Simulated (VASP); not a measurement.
# CoSi2 (R-3m) in VASP: a series of runs, part 2 of 2

VASP 6.6.1.

### Step 4. Single point, PBE (mode 4 (324.9 1/cm) frozen in, largest displacement +0.300 Å)

INCAR reads:

```
SYSTEM = CoSi2
ALGO = Normal
EDIFF = 1E-6
ENCUT = 520
GGA = PE
ISIF = 2
ISMEAR = 0
LASPH = .TRUE.
LCHARG = .FALSE.
LREAL = .FALSE.
LWAVE = .FALSE.
NBANDS = 16
NELM = 60
PREC = Accurate
SIGMA = 0.15
```

KPOINTS reads:

```
k-points
0
G
  16 16 16
  0 0 0
```

POSCAR reads:

```
CoSi2
1.0
    0.0000000000      2.6799390597      2.6799390597
    2.6799390597      0.0000000000      2.6799390597
    2.6799390597      2.6799390597      0.0000000000
Co Si
1 2
Direct
    0.0000000000      0.0000000000      0.0000000000
    0.2176848845      0.2176848845      0.2176848845
    0.7823151155      0.7823151155      0.7823151155
```

Potentials or basis: VASP PAW PBE potentials, release 64 (Co, Si).

The run is started by

```
> cat potpaw_PBE.64/Co/POTCAR potpaw_PBE.64/Si/POTCAR > POTCAR
> mpirun -np 1 vasp_std > vasp.out
```

OUTCAR:

```text
SYSTEM = CoSi2
   EDIFF = 1E-6
   ENCUT = 520
   GGA = PE
   ISIF = 2
   ISMEAR = 0
   LASPH = .TRUE.
   LREAL = .FALSE.
   NELM = 60
   PREC = Accurate

 ion  position               nearest neighbor table
   1  0.000  0.000  0.000-   2 2.02   3 2.02   3 2.44   3 2.44   3 2.44   2 2.44   2 2.44   2 2.44

   2  0.218  0.218  0.218-   1 2.02   3 2.38   3 2.38   3 2.38   1 2.44   1 2.44   1 2.44   3 3.07
                             3 3.07   3 3.07
   3  0.782  0.782  0.782-   1 2.02   2 2.38   2 2.38   2 2.38   1 2.44   1 2.44   1 2.44   2 3.07
                             2 3.07   2 3.07

  LATTYP: Found a face centered cubic cell.
 ALAT       =     5.3598781194

  Lattice vectors:

 A1 = (   0.0000000000,   2.6799390597,   2.6799390597)
 A2 = (   2.6799390597,   0.0000000000,   2.6799390597)
 A3 = (   2.6799390597,   2.6799390597,   0.0000000000)

Analysis of symmetry for initial positions (statically):
=====================================================================
 Subroutine PRICEL returns:
 Original cell was already a primitive cell.
[... 166 lines left out ...]
  ext. energy  EPLUGINS =         0.00000000
  ---------------------------------------------------
  free energy    TOTEN  =       -18.03548300 eV

  energy without entropy =      -18.02527601  energy(sigma->0) =      -18.03037951

 E-fermi :  10.1215     XC(G=0): -11.6778

 val. band max:       10.1106166961   @ k =   0.1250   0.1250  -0.1875
 cond. band min:      10.1239865838   @ k =   0.0625  -0.3125  -0.1875
 fundamental gap:      0.0133698876
 Fermi energy:        10.1214957319

 k-point     1 :       0.0000    0.0000    0.0000
  band No.  band energies     occupation
      1      -3.3049      2.00000
      2       5.6781      2.00000
      3       5.6781      2.00000
      4       5.8178      2.00000
      5       8.2432      2.00000
      6       8.2432      2.00000
[... 433 lines left out ...]
      3       5.9183      2.00000
      4       5.9267      2.00000
      5       7.8977      2.00000
      6       8.0821      2.00000
[... 8 lines left out ...]
     15      16.8853      0.00000
     16      18.0409      0.00000

 [... further k-points ...]
[... 5 lines left out ...]
  --------------------------------------------------------------------------------------
  -------------------------------------------------------------------------------------
  Total        3.8676502      3.8676502      3.8676502      4.5637285      4.5637285      4.5637285
  in kB      160.9729923    160.9729923    160.9729923    189.9440245    189.9440245    189.9440245
  external PRESSURE =     160.9729923 kB  Pullay stress =       0.0000000 kB

 VOLUME and BASIS-vectors are now :
 -----------------------------------------------------------------------------
  energy-cutoff  :      520.00
  volume of cell :       38.50
      direct lattice vectors                 reciprocal lattice vectors
     0.000000000  2.679939060  2.679939060    -0.186571407  0.186571407  0.186571407
     2.679939060  0.000000000  2.679939060     0.186571407 -0.186571407  0.186571407
     2.679939060  2.679939060  0.000000000     0.186571407  0.186571407 -0.186571407

 POSITION                                       TOTAL-FORCE (eV/Angst)
 -----------------------------------------------------------------------------------
      0.00000      0.00000      0.00000         0.000000      0.000000      0.000000
      1.16676      1.16676      1.16676         2.852541      2.852541      2.852541
      4.19311      4.19311      4.19311        -2.852541     -2.852541     -2.852541
 -----------------------------------------------------------------------------------
    total drift:                               -0.000000     -0.000000     -0.000000

  FREE ENERGIE OF THE ION-ELECTRON SYSTEM (eV)
  ---------------------------------------------------
  free  energy   TOTEN  =       -18.0354830011 eV

  energy  without entropy=      -18.0252760133  energy(sigma->0) =      -18.03037951
```

OSZICAR:

```text
N       E                     dE             d eps       ncg     rms          rms(c)
DAV:   1     0.629145712436E+02    0.62915E+02   -0.68158E+03 13408   0.101E+03
DAV:   2    -0.161638605960E+02   -0.79078E+02   -0.70805E+02 15008   0.204E+02
DAV:   3    -0.193950075553E+02   -0.32311E+01   -0.31759E+01 17280   0.458E+01
DAV:   4    -0.194527416887E+02   -0.57734E-01   -0.57706E-01 16288   0.592E+00
DAV:   5    -0.194545510253E+02   -0.18093E-02   -0.18093E-02 17656   0.108E+00    0.148E+01
DAV:   6    -0.222499910873E+02   -0.27954E+01   -0.19531E+01 13952   0.953E+01    0.160E+01
DAV:   7    -0.180952320564E+02    0.41548E+01   -0.94800E+00 16800   0.771E+01    0.403E+00
DAV:   8    -0.180614021879E+02    0.33830E-01   -0.63715E-01 15840   0.480E+00    0.176E+00
DAV:   9    -0.180356233476E+02    0.25779E-01   -0.80517E-02 17256   0.557E+00    0.480E-01
DAV:  10    -0.180354135267E+02    0.20982E-03   -0.55988E-03 19408   0.912E-01    0.126E-01
DAV:  11    -0.180354684004E+02   -0.54874E-04   -0.49015E-04 17664   0.332E-01    0.559E-02
DAV:  12    -0.180354788399E+02   -0.10439E-04   -0.45973E-05 18568   0.939E-02    0.170E-02
DAV:  13    -0.180354829068E+02   -0.40669E-05   -0.98304E-06 16072   0.391E-02    0.749E-03
DAV:  14    -0.180354830011E+02   -0.94312E-07   -0.85870E-07 11808   0.169E-02
   1 F= -.18035483E+02 E0= -.18030380E+02  d E =-.102070E-01
```

Run time: 3.3 min. Hardware: 1 thread of Intel Xeon Platinum 8259CL at 2.50GHz (Skylake/Cascade Lake), shared host; peak memory 0.36 GiB.

Results:

* Free energy: -18.0355 eV
* Pressure: 16.1 GPa
* Largest force: 4.941 eV/Å

Forces in eV/Å, atoms in the order of the input:
```
Co   0.000  0.000  0.000
Si   2.853  2.853  2.853
Si  -2.853 -2.853 -2.853
```

Stress tensor (GPa, compression positive):
```
16.10 18.99 18.99
18.99 16.10 18.99
18.99 18.99 16.10
```

Levels at points of the mesh, in eV from the Fermi level:
| k point | band 7 | band 8 | band 9 | band 10 | band 11 | band 12 |
| --- | --- | --- | --- | --- | --- | --- |
| (0.00, 0.00, 0.00) | 0.48 | 1.65 | 2.88 | 2.88 | 3.08 | 3.08 |
| (0.50, 0.00, 0.00) | -1.41 | -1.28 | 1.37 | 1.94 | 2.35 | 3.86 |
| (0.50, 0.50, 0.50) | -2.18 | -1.82 | -1.82 | 3.57 | 3.57 | 3.64 |
| (0.50, 0.50, 0.00) | -2.10 | -1.55 | -1.34 | 1.27 | 2.65 | 8.78 |

Caveat: the cell differs from its parent crystal (mode 4 (324.9 1/cm) frozen in, largest displacement +0.300 Å); forces of over 1 eV/Å act on the atoms, so gaps and moduli don't describe the material at rest.

### Step 5. Single point, PBE (mode 4 (324.9 1/cm) frozen in, largest displacement -0.225 Å)

INCAR reads:

```
PREC = Accurate
ENCUT = 520
EDIFF = 1E-6
ISMEAR = 0
SIGMA = 0.15
LREAL = False
LASPH = True
NELM = 80
ALGO = Normal
ISIF = 2
LWAVE = False
LCHARG = True
GGA = PE
LELF = True
LVHAR = True
NBANDS = 16
```

KPOINTS reads:

```
Automatic mesh
0
Gamma
  16 16 16
```

POSCAR reads:

```
CoSi2
1.0
    0.0000000000      2.6799390597      2.6799390597
    2.6799390597      0.0000000000      2.6799390597
    2.6799390597      2.6799390597      0.0000000000
Co Si
1 2
Direct
    0.0000000000      0.0000000000      0.0000000000
    0.2742363367      0.2742363367      0.2742363367
    0.7257636633      0.7257636633      0.7257636633
```

Potentials or basis: VASP PAW PBE potentials, release 64 (Co, Si).

The run is started by

```
> cat potpaw_PBE.64/Co/POTCAR potpaw_PBE.64/Si/POTCAR > POTCAR
> mpirun -np 1 vasp_std > vasp.out
```

OUTCAR:

```text
PREC = Accurate
   ENCUT = 520
   EDIFF = 1E-6
   ISMEAR = 0
   LREAL = False
   LASPH = True
   NELM = 80
   ISIF = 2
   GGA = PE

 ion  position               nearest neighbor table
   1  0.000  0.000  0.000-   3 2.26   2 2.26   3 2.26   3 2.26   2 2.26   2 2.26   3 2.55   2 2.55

   2  0.274  0.274  0.274-   1 2.26   1 2.26   1 2.26   3 2.45   3 2.45   3 2.45   1 2.55   3 2.96
                             3 2.96   3 2.96
   3  0.726  0.726  0.726-   1 2.26   1 2.26   1 2.26   2 2.45   2 2.45   2 2.45   1 2.55   2 2.96
                             2 2.96   2 2.96

  LATTYP: Found a face centered cubic cell.
 ALAT       =     5.3598781194

  Lattice vectors:

 A1 = (   0.0000000000,   2.6799390597,   2.6799390597)
 A2 = (   2.6799390597,   0.0000000000,   2.6799390597)
 A3 = (   2.6799390597,   2.6799390597,   0.0000000000)

Analysis of symmetry for initial positions (statically):
=====================================================================
 Subroutine PRICEL returns:
 Original cell was already a primitive cell.

 Routine SETGRP: Setting up the symmetry group for a
 face centered cubic supercell.

 Subroutine GETGRP returns: Found 12 space group operations
 (whereof 12 operations were pure point group operations)
 out of a pool of 48 trial point group operations.

The static configuration has the point symmetry D_3d.

Analysis of symmetry for dynamics (positions and initial velocities):
=====================================================================
 Subroutine PRICEL returns:
 Original cell was already a primitive cell.

 Routine SETGRP: Setting up the symmetry group for a
 face centered cubic supercell.

 Subroutine GETGRP returns: Found 12 space group operations
 (whereof 12 operations were pure point group operations)
 out of a pool of 48 trial point group operations.

The dynamic configuration has the point symmetry D_3d.

 Subroutine INISYM returns: Found 12 space group operations
 (whereof 12 operations are pure point group operations),
 and found     1 'primitive' translations

[... 117 lines left out ...]
  volume/ion in A,a.u.               =      12.83        86.59
  Fermi-wavevector in a.u.,A,eV,Ry     =   1.246684  2.355890 21.146444  1.554220
  Thomas-Fermi vector in A             =   2.380850
   LORBIT       =      0    0 simple, 1 ext, 2 COOP (PROOUT), +10 PAW based schemes
   GGA     = PE    functional components
   LHFCALC =     F    Hartree Fock is set to
   AEXX    =    0.0000 exact exchange contribution
   IVDW    =     0    specifies the selected vdW correction
   LEPSILON=     F    determine dielectric tensor
   LRPA    =     F    only Hartree local field effects (RPA)
 non-spin polarized calculation
 Gauss-broadening in eV      SIGMA  =   0.15
  energy-cutoff  :      520.00
  volume of cell :       38.50
 maximum number of plane-waves:      1056
   NGX = 15   NGY = 15   NGZ = 15

 number of electron      16.9999994 magnetization

 Free energy of the ion-electron system (eV)
  ---------------------------------------------------
  ext. energy  EPLUGINS =         0.00000000
  ---------------------------------------------------
  free energy    TOTEN  =       -18.82646588 eV

  energy without entropy =      -18.81487664  energy(sigma->0) =      -18.82067126

 E-fermi :  10.1944     XC(G=0): -11.7122

 val. band max:       10.1915534960   @ k =   0.3125   0.2500   0.0625
 cond. band min:      10.1999868383   @ k =  -0.3125  -0.3750  -0.3125
 fundamental gap:      0.0084333424
 Fermi energy:        10.1943936709

 k-point     1 :       0.0000    0.0000    0.0000
  band No.  band energies     occupation
      1      -3.2016      2.00000
      2       5.6324      2.00000
      3       5.6324      2.00000
      4       6.4958      2.00000
      5       8.2295      2.00000
      6       8.2295      2.00000
[... 433 lines left out ...]
      3       5.6269      2.00000
      4       5.7707      2.00000
      5       8.0814      2.00000
      6       8.3121      2.00000
[... 8 lines left out ...]
     15      16.9363      0.00000
     16      17.4565      0.00000

 [... further k-points ...]

------------------------ aborting loop because EDIFF is reached ----------------------------------------

  FORCE on cell =-STRESS in cart. coord.  units (eV):
  Direction    XX          YY          ZZ          XY          YZ          ZX
  --------------------------------------------------------------------------------------
  -------------------------------------------------------------------------------------
  Total        1.5595358      1.5595358      1.5595358     -1.8848925     -1.8848925     -1.8848925
  in kB       64.9084430     64.9084430     64.9084430    -78.4499035    -78.4499035    -78.4499035
  external PRESSURE =      64.9084430 kB  Pullay stress =       0.0000000 kB

 VOLUME and BASIS-vectors are now :
 -----------------------------------------------------------------------------
  energy-cutoff  :      520.00
  volume of cell :       38.50
      direct lattice vectors                 reciprocal lattice vectors
     0.000000000  2.679939060  2.679939060    -0.186571407  0.186571407  0.186571407
     2.679939060  0.000000000  2.679939060     0.186571407 -0.186571407  0.186571407
     2.679939060  2.679939060  0.000000000     0.186571407  0.186571407 -0.186571407

 POSITION                                       TOTAL-FORCE (eV/Angst)
 -----------------------------------------------------------------------------------
      0.00000      0.00000      0.00000        -0.000000      0.000000     -0.000000
      1.46987      1.46987      1.46987        -1.121037     -1.121037     -1.121037
      3.89000      3.89000      3.89000         1.121037      1.121037      1.121037
 -----------------------------------------------------------------------------------
    total drift:                                0.000000     -0.000000     -0.000000

  FREE ENERGIE OF THE ION-ELECTRON SYSTEM (eV)
  ---------------------------------------------------
  free  energy   TOTEN  =       -18.8264658836 eV

  energy  without entropy=      -18.8148766431  energy(sigma->0) =      -18.82067126
```

OSZICAR:

```text
N       E                     dE             d eps       ncg     rms          rms(c)
DAV:   1     0.615566112265E+02    0.61557E+02   -0.67929E+03 13384   0.101E+03
DAV:   2    -0.171189804144E+02   -0.78676E+02   -0.70245E+02 15120   0.203E+02
DAV:   3    -0.202387792568E+02   -0.31198E+01   -0.30608E+01 17424   0.448E+01
DAV:   4    -0.202935388574E+02   -0.54760E-01   -0.54724E-01 16088   0.572E+00
DAV:   5    -0.202952430329E+02   -0.17042E-02   -0.17041E-02 17728   0.104E+00    0.148E+01
DAV:   6    -0.239718615214E+02   -0.36766E+01   -0.22893E+01 14096   0.103E+02    0.179E+01
DAV:   7    -0.188660082013E+02    0.51059E+01   -0.10752E+01 16640   0.818E+01    0.351E+00
DAV:   8    -0.188627979967E+02    0.32102E-02   -0.79989E-01 16768   0.625E+00    0.204E+00
DAV:   9    -0.188265381971E+02    0.36260E-01   -0.98498E-02 16136   0.601E+00    0.492E-01
DAV:  10    -0.188264530669E+02    0.85130E-04   -0.62958E-03 19416   0.114E+00    0.126E-01
DAV:  11    -0.188264428253E+02    0.10242E-04   -0.61708E-04 18456   0.408E-01    0.375E-02
DAV:  12    -0.188264638320E+02   -0.21007E-04   -0.42418E-05 15720   0.477E-02    0.118E-02
DAV:  13    -0.188264656815E+02   -0.18494E-05   -0.92280E-06 16320   0.460E-02    0.662E-03
DAV:  14    -0.188264658836E+02   -0.20215E-06   -0.72431E-07 10504   0.107E-02
   1 F= -.18826466E+02 E0= -.18820671E+02  d E =-.115892E-01
```

stdout:

```text
POSCAR found type information on POSCAR CoSi
 POSCAR found :  2 types and       3 ions
 scaLAPACK will be used
 LDA part: xc-table for (Slater+PW92), standard interpolation
 POSCAR, INCAR and KPOINTS ok, starting setup
 FFT: planning ... GRIDC
 FFT: planning ... GRID_SOFT
 FFT: planning ... GRID
 WAVECAR not read
 entering main loop
```

It took 4.7 min on 1 thread of Intel Xeon Platinum 8259CL at 2.50GHz (Skylake/Cascade Lake), shared host; peak memory 0.36 GiB.

What came out:

* Free energy: -18.8265 eV
* Pressure: 6.5 GPa
* Largest force: 1.942 eV/Å

Forces in eV/Å, atoms in the order of the input:
```
Co   0.000  0.000  0.000
Si  -1.121 -1.121 -1.121
Si   1.121  1.121  1.121
```

Caveat: the cell differs from its parent crystal (mode 4 (324.9 1/cm) frozen in, largest displacement -0.225 Å); forces of over 1 eV/Å act on the atoms, so gaps and moduli don't describe the material at rest. Spin polarisation is off, so any magnetic state and its effect on volume and gap are missing.
